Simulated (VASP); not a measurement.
# SiC in VASP: single point with r2SCAN+rVV10

Aim: the single point of SiC with r2SCAN+rVV10.

Program: VASP 6.6.1. These are calculated values, not measurements. Logs are shortened: lines on timing, memory, paths and dates and some standing lists are left out, and cuts for length are marked.

### 1 The cell of the first run

The cell holds a sheet with vacuum, 2 atoms: a = 3.078 Å, b = 3.078 Å, c = 23.800 Å, α = 90.00°, β = 90.00°, γ = 120.00°.

### 2 Single point, r2SCAN+rVV10

File POSCAR:

```
SiC
1.0
    3.0776865764      0.0000000000      0.0000000000
   -1.5388432882      2.6653547600      0.0000000000
    0.0000000000      0.0000000000     23.8000000000
Si C
1 1
Direct
    0.3333333333      0.6666666667      0.2941176471
    0.6666666667      0.3333333333      0.2941176471
```

File INCAR.step1:

```
SYSTEM = SiC
PREC = Accurate
ENCUT = 580
ISMEAR = 0
SIGMA = 0.03
LREAL = .False.
LASPH = .True.
NELM = 120
LDIPOL = .True.
IDIPOL = 3
DIPOL = 0.5 0.5 0.294
NBANDS = 11
GGA = PE
ALGO = Normal
EDIFF = 1E-5
LWAVE = .True.
LCHARG = .False.
GGA_COMPAT = .False.
NELMDL = -8
```

File INCAR.step2:

```
SYSTEM = SiC
PREC = Accurate
ENCUT = 580
EDIFF = 1E-6
ISMEAR = 0
SIGMA = 0.03
LREAL = .False.
LASPH = .True.
NELM = 120
ALGO = Normal
ISIF = 2
LWAVE = .False.
LCHARG = .True.
LDIPOL = .True.
IDIPOL = 3
DIPOL = 0.5 0.5 0.294
METAGGA = R2SCAN
LMIXTAU = .True.
LUSE_VDW = .True.
IVDW_NL = 2
BPARAM = 11.95
CPARAM = 0.0093
LELF = .True.
LVHAR = .True.
LVACPOTAV = .True.
NBANDS = 11
ISTART = 1
GGA_COMPAT = .False.
```

File KPOINTS:

```
Automatic mesh
0
Gamma
  12 12 1
  0 0 0
```

Potentials or basis: VASP PAW PBE potentials, release 64 (Si, C).

Launch:

```bash
$ cat potpaw_PBE.64/Si/POTCAR potpaw_PBE.64/C/POTCAR > POTCAR
$ cp INCAR.step1 INCAR
$ mpirun -np 1 vasp_std > vasp.out
$ cp INCAR.step2 INCAR
$ mpirun -np 1 vasp_std > vasp.out
```

OUTCAR:

```text
SYSTEM = SiC
   PREC = Accurate
   ENCUT = 580
   EDIFF = 1E-6
   ISMEAR = 0
   LREAL = .False.
   LASPH = .True.
   NELM = 120
   ISIF = 2
   METAGGA = R2SCAN
   IVDW_NL = 2
   BPARAM = 11.95
   ISTART = 1

 ion  position               nearest neighbor table
   1  0.333  0.667  0.294-   2 1.78   2 1.78   2 1.78
   2  0.667  0.333  0.294-   1 1.78   1 1.78   1 1.78

  LATTYP: Found a hexagonal cell.
 ALAT       =     3.0776865764
 C/A-ratio  =     7.7330811339

  Lattice vectors:

 A1 = (   3.0776865764,   0.0000000000,   0.0000000000)
 A2 = (  -1.5388432882,   2.6653547600,   0.0000000000)
 A3 = (   0.0000000000,   0.0000000000,  23.8000000000)

Analysis of symmetry for initial positions (statically):
=====================================================================
 Subroutine PRICEL returns:
 Original cell was already a primitive cell.

 Routine SETGRP: Setting up the symmetry group for a
 hexagonal supercell.

 Subroutine GETGRP returns: Found 12 space group operations
 (whereof  6 operations were pure point group operations)
 out of a pool of 24 trial point group operations.

The static configuration has the point symmetry C_3v.
 The point group associated with its full space group is D_3h.

Analysis of symmetry for dynamics (positions and initial velocities):
=====================================================================
 Subroutine PRICEL returns:
 Original cell was already a primitive cell.

 Routine SETGRP: Setting up the symmetry group for a
 hexagonal supercell.

 Subroutine GETGRP returns: Found 12 space group operations
 (whereof  6 operations were pure point group operations)
 out of a pool of 24 trial point group operations.

The dynamic configuration has the point symmetry C_3v.
 The point group associated with its full space group is D_3h.

 Subroutine INISYM returns: Found 12 space group operations
 (whereof  6 operations are pure point group operations),
 and found     1 'primitive' translations

----------------------------------------------------------------------------------------

                                     Primitive cell

  volume of cell :     195.2344

  direct lattice vectors                    reciprocal lattice vectors
     3.077686576  0.000000000  0.000000000     0.324919375  0.187592289  0.000000000
    -1.538843288  2.665354760  0.000000000     0.000000000  0.375184578  0.000000000
     0.000000000  0.000000000 23.800000000     0.000000000  0.000000000  0.042016807

  length of vectors
     3.077686576  3.077686576 23.800000000     0.375184578  0.375184578  0.042016807

  position of ions in fractional coordinates (direct lattice)
     0.333333333  0.666666667  0.294117647
     0.666666667  0.333333333  0.294117647

  ion indices of the primitive-cell ions
   primitive index   ion index
                 1           1
                 2           2

----------------------------------------------------------------------------------------

 KPOINTS: Automatic mesh

Automatic generation of k-mesh.
 Grid dimensions read from file:
 generate k-points for:   12   12    1

 Generating k-lattice:

  Cartesian coordinates                     Fractional coordinates (reciprocal lattice)
     0.027076615  0.015632691  0.000000000     0.083333333 -0.000000000  0.000000000
     0.000000000  0.031265381  0.000000000     0.000000000  0.083333333  0.000000000
     0.000000000  0.000000000  0.042016807     0.000000000  0.000000000  1.000000000

  Length of vectors
     0.031265381  0.031265381  0.042016807

  Shift w.r.t. Gamma in fractional coordinates (k-lattice)
     0.000000000  0.000000000  0.000000000

 Subroutine IBZKPT returns following result:
 ===========================================

 Found     19 irreducible k-points:

 Following reciprocal coordinates:
            Coordinates               Weight
  0.000000  0.000000  0.000000      1.000000
  0.083333 -0.000000  0.000000      6.000000
  0.166667 -0.000000  0.000000      6.000000
  0.250000 -0.000000  0.000000      6.000000
  0.333333  0.000000  0.000000      6.000000
  0.416667 -0.000000  0.000000      6.000000
[... 11 lines left out ...]
  0.333333  0.250000  0.000000     12.000000
  0.333333  0.333333  0.000000      2.000000
   k-points           NKPTS =     19   k-points in BZ     NKDIM =     19   number of bands    NBANDS=     11
   number of dos      NEDOS =    301   number of ions     NIONS =      2
   total plane-waves  NPLWV = 110592
   dimension x,y,z NGX =    24 NGY =   24 NGZ =  192
   dimension x,y,z NGXF=    48 NGYF=   48 NGZF=  384
   ions per type =               1   1
   NGX,Y,Z   is equivalent  to a cutoff of  12.96, 12.96, 13.41 a.u.
   NGXF,Y,Z  is equivalent  to a cutoff of  25.93, 25.93, 26.82 a.u.
 SYSTEM =  SiC
   PREC   = accura    normal or accurate (medium, high low for compatibility)
   ISTART =      1    job   : 0-new  1-cont  2-samecut
   ICHARG =      0    charge: 1-file 2-atom 10-const
   ISPIN  =      1    spin polarized calculation?
   LNONCOLLINEAR =      F non collinear calculations
   LSORBIT =      F    spin-orbit coupling
   LASPH  =      T    aspherical Exc in radial PAW
   ENCUT  =  580.0 eV  42.63 Ry    6.53 a.u.   6.04  6.04 46.74*2*pi/ulx,y,z
   NELM   =    120;   NELMIN=  2; NELMDL=  0     # of ELM steps
   EDIFF  = 0.1E-05   stopping-criterion for ELM
   LREAL  =      F    real-space projection
   EDIFFG = 0.1E-04   stopping-criterion for IOM
   NSW    =      0    number of steps for IOM
   IBRION =     -1    ionic relax: 0-MD 1-quasi-New 2-CG
   NFREE  =      0    steps in history (QN), initial steepest desc. (CG)
   ISIF   =      2    stress and relaxation
   ISYM   =      2    0-nonsym 1-usesym 2-fastsym
   POTIM  = 0.5000    time-step for ionic-motion
   TEBEG  =    0.0;   TEEND  =   0.0 temperature during run
   PSTRESS=    0.0 pullay stress
   NELECT =       8.0000    total number of electrons
   NUPDOWN=      -1.0000    fix difference up-down
   EMIN   =  10.00;   EMAX   =-10.00  energy-range for DOS
   EFERMI =   0.00;   METHOD = LEGACY
   ISMEAR =     0;   SIGMA  =   0.03  broadening in eV -4-tet -1-fermi 0-gaus
   EFERMI_NEDOS =   21; number of points for ismear=-14 and -15
   IALGO  =     38    algorithm
   IMIX   =      4    mixing-type and parameters
     AMIX     =   0.40;   BMIX     =  1.00
     AMIX_MAG =   1.60;   BMIX_MAG =  1.00
  volume/ion in A,a.u.               =      97.62       658.75
  Fermi-wavevector in a.u.,A,eV,Ry     =   0.564399  1.066559  4.334081  0.318546
  Thomas-Fermi vector in A             =   1.601942
   LORBIT       =      0    0 simple, 1 ext, 2 COOP (PROOUT), +10 PAW based schemes
   METAGGA = R2SCAN    functional components
   LHFCALC =     F    Hartree Fock is set to
   AEXX    =    0.0000 exact exchange contribution
   IVDW_NL    =     2    kernel type
   BPARAM     =11.9500
   IVDW    =     0    specifies the selected vdW correction
   LEPSILON=     F    determine dielectric tensor
   LRPA    =     F    only Hartree local field effects (RPA)
 non-spin polarized calculation
 Gauss-broadening in eV      SIGMA  =   0.03
  energy-cutoff  :      580.00
  volume of cell :      195.23
 maximum number of plane-waves:      6256
   NGX = 13   NGY = 13   NGZ = 93

 dipolmoment           0.000000      0.000000      0.000004 electrons x Angstroem

 number of electron       8.0000000 magnetization

 dipolmoment           0.000000      0.000000     -0.000003 electrons x Angstroem

 Free energy of the ion-electron system (eV)
  ---------------------------------------------------
  ext. energy  EPLUGINS =         0.00000000
  ---------------------------------------------------
  free energy    TOTEN  =       -17.92548346 eV

  energy without entropy =      -17.92548346  energy(sigma->0) =      -17.92548346

 E-fermi :  -3.6315     XC(G=0):  -1.8103

 val. band max:       -3.7915951600   @ k =   0.3333   0.3333   0.0000
 cond. band min:      -0.9396485551   @ k =   0.5000  -0.0000   0.0000
 fundamental gap:      2.8519466050
 Fermi energy:        -3.6314863139

 k-point     1 :       0.0000    0.0000    0.0000
  band No.  band energies     occupation
      1     -18.3027      2.00000
      2      -7.7990      2.00000
      3      -5.1612      2.00000
      4      -5.1612      2.00000
      5      -0.3617      0.00000
      6       1.3202      0.00000
      7       1.5227      0.00000
      8       2.1633      0.00000
      9       2.2024      0.00000
     10       3.3051      0.00000
     11       3.6372      0.00000

 k-point     2 :       0.0833   -0.0000    0.0000
  band No.  band energies     occupation
      1     -18.1824      2.00000
      2      -7.6708      2.00000
      3      -5.6788      2.00000
      4      -5.3030      2.00000
      5      -0.1694      0.00000
      6       1.4566      0.00000
      7       1.6719      0.00000
      8       2.3243      0.00000
      9       2.3396      0.00000
     10       3.4557      0.00000
     11       3.7477      0.00000

 k-point     3 :       0.1667   -0.0000    0.0000
  band No.  band energies     occupation
      1     -17.8260      2.00000
      2      -7.2904      2.00000
      3      -6.9312      2.00000
      4      -5.6551      2.00000
      5       0.2890      0.00000
      6       1.8460      0.00000
      7       2.1075      0.00000
      8       2.6644      0.00000
      9       2.7294      0.00000
     10       3.3353      0.00000
     11       3.9401      0.00000
[... 197 lines left out ...]
 k-point    18 :       0.3333    0.2500    0.0000
  band No.  band energies     occupation
      1     -14.8910      2.00000
      2     -11.3050      2.00000
      3      -9.1770      2.00000
      4      -4.0710      2.00000
      5      -0.7111      0.00000
      6       3.6186      0.00000
      7       4.0433      0.00000
      8       5.2519      0.00000
      9       6.8293      0.00000
     10       6.9069      0.00000
     11       7.1280      0.00000

 k-point    19 :       0.3333    0.3333    0.0000
  band No.  band energies     occupation
      1     -14.6664      2.00000
      2     -11.2663      2.00000
      3      -9.6977      2.00000
      4      -3.7916      2.00000
      5      -0.8912      0.00000
      6       3.6024      0.00000
      7       4.1358      0.00000
      8       5.7568      0.00000
      9       7.3964      0.00000
     10       8.2647      0.00000
     11       8.2856      0.00000

------------------------ aborting loop because EDIFF is reached ----------------------------------------

  FORCE on cell =-STRESS in cart. coord.  units (eV):
  Direction    XX          YY          ZZ          XY          YZ          ZX
  --------------------------------------------------------------------------------------
  -------------------------------------------------------------------------------------
  Total       -0.0793603     -0.0793603     -0.0204428      0.0000000      0.0000000     -0.0000000
  in kB       -0.6512649     -0.6512649     -0.1677621      0.0000000      0.0000000     -0.0000000
  external PRESSURE =      -0.4900973 kB  Pullay stress =       0.0000000 kB

 VOLUME and BASIS-vectors are now :
 -----------------------------------------------------------------------------
  energy-cutoff  :      580.00
  volume of cell :      195.23
      direct lattice vectors                 reciprocal lattice vectors
     3.077686576  0.000000000  0.000000000     0.324919375  0.187592289  0.000000000
    -1.538843288  2.665354760  0.000000000     0.000000000  0.375184578  0.000000000
     0.000000000  0.000000000 23.800000000     0.000000000  0.000000000  0.042016807

 POSITION                                       TOTAL-FORCE (eV/Angst)
 -----------------------------------------------------------------------------------
     -0.00000      1.77690      7.00000        -0.000000      0.000000     -0.000000
      1.53884      0.88845      7.00000         0.000000     -0.000000      0.000000
 -----------------------------------------------------------------------------------
    total drift:                                0.000001     -0.000000     -0.000016

  FREE ENERGIE OF THE ION-ELECTRON SYSTEM (eV)
  ---------------------------------------------------
  free  energy   TOTEN  =       -17.9254834590 eV

  energy  without entropy=      -17.9254834590  energy(sigma->0) =      -17.92548346

 vacuum level on the upper side and lower side of the slab         1.401         1.401
```

It took 5.5 min on 1 thread of Intel Xeon Platinum 8375C at 2.90GHz (Ice Lake), shared host; peak memory 0.75 GiB.

Results:

```yaml
Free_energy: -17.9255 eV
Band_gap_on_the_k_mesh: 2.85 eV (least direct gap 2.90 eV)
```

Caveat: the PAW data sets were made with another functional, which shifts forces and pressure a little.
